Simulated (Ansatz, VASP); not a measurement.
Given: the input of a run of VASP 6.6.1 on TaN.

Contents of POSCAR:

```
TaN
1.0
    0.0000000000      2.2113230000      2.2113230000
    2.2113230000      0.0000000000      2.2113230000
    2.2113230000      2.2113230000      0.0000000000
Ta N
1 1
Direct
    0.5000000000      0.5000000000      0.5000000000
    0.0000000000      0.0000000000      0.0000000000
```

File INCAR.step1:

```
SYSTEM = TaN
ALGO     = Normal         ! electronic algorithm
EDIFF    = 1E-4           ! SCF threshold, eV
ENCUT    = 600            ! plane-wave cutoff, eV
GGA      = PE             ! functional
ISMEAR   = -1             ! smearing method
LASPH    = .True.         ! aspherical terms in the spheres
LCHARG   = .False.        ! write CHGCAR
LREAL    = .False.        ! projectors in reciprocal space
LWAVE    = .True.         ! write WAVECAR
NELM     = 80             ! most SCF steps
PREC     = Accurate       ! precision mode
SIGMA    = 0.05           ! smearing width, eV
```

File INCAR.step2:

```
SYSTEM = TaN
ALGO     = Normal         ! electronic algorithm
EDIFF    = 1E-6           ! SCF threshold, eV
EDIFFG   = -0.01          ! ionic threshold
ENCUT    = 600            ! plane-wave cutoff, eV
IBRION   = 2              ! ionic algorithm
ISIF     = 3              ! what is computed and relaxed
ISMEAR   = -1             ! smearing method
ISTART   = 1            
LASPH    = .True.         ! aspherical terms in the spheres
LCHARG   = .False.        ! write CHGCAR
LMIXTAU  = .True.       
LREAL    = .False.        ! projectors in reciprocal space
LWAVE    = .False.        ! write WAVECAR
METAGGA  = R2SCAN         ! meta-GGA
NELM     = 80             ! most SCF steps
NSW      = 60             ! ionic steps
PREC     = Accurate       ! precision mode
SIGMA    = 0.05           ! smearing width, eV
```

Contents of KPOINTS:

```
k-points
0
Gamma
  10 10 10
  0 0 0
```

Potentials or basis: VASP PAW PBE potentials, release 64 (Ta_pv, N).

Command:

```sh
$ cat potpaw_PBE.64/Ta_pv/POTCAR potpaw_PBE.64/N/POTCAR > POTCAR
$ cp INCAR.step1 INCAR
$ mpirun -np 1 vasp_std > vasp.out
$ cp INCAR.step2 INCAR
$ mpirun -np 1 vasp_std > vasp.out
```

Problem. Translate it to Ansatz 0.2.0. Potentials there: Ansatz PAW.

Solution. As run (the cutoff follows the program's own potentials):

input.yaml

```yaml
crystal:
  lattice:
    - [0.0, 2.211323, 2.211323]
    - [2.211323, 0.0, 2.211323]
    - [2.211323, 2.211323, 0.0]
  atoms:
    - { symbol: Ta, position: [0.5, 0.5, 0.5] }
    - { symbol: "N", position: [0.0, 0.0, 0.0] }
hamiltonian:
  xc: r2scan
  pseudopotentials: { kind: paw }
kpoints:
  mp_grid: { grid: [10, 10, 10] }
scf:
  occupations: { method: fermi_dirac, width: 0.05 }
output:
  forces: true
  stress: true
  eigenvalues: true
relax:
  f_tol: 0.01
  max_steps: 40
  cell: { stress_tol: 0.05 }
```

Potentials or basis: Ansatz PAW.

Run with:

```console
$ ansatz run input.yaml --threads 2 --pin off --max-ram 5632MiB --backend cpu --events-out ev --progress --plain --runs-dir out
```

Both were run:

|  | VASP | Ansatz | Ansatz less VASP |
| --- | --- | --- | --- |
| gap on the k mesh at the Fermi level, each at its own relaxed structure (eV) | none | none | - |
| relaxed volume (Å³/atom) | 10.68 | 10.62 | -0.060 |
| relaxed cell length with the largest relative difference (Å) | 3.114 | 3.108 | -0.0059 |

VASP's potentials were made for PBE, not for r2SCAN. A gap of «none» marks a metal or a gap that the smearing closes. VASP's potentials hold 16 valence electrons a cell and Ansatz's 18, so a difference there can come from the potentials and not from the codes.

Spin-orbit coupling is off throughout. Noted on Ansatz's run: the plane-wave basis is chosen anew once the cell has moved, so the energies of steps on either side of that aren't comparable.
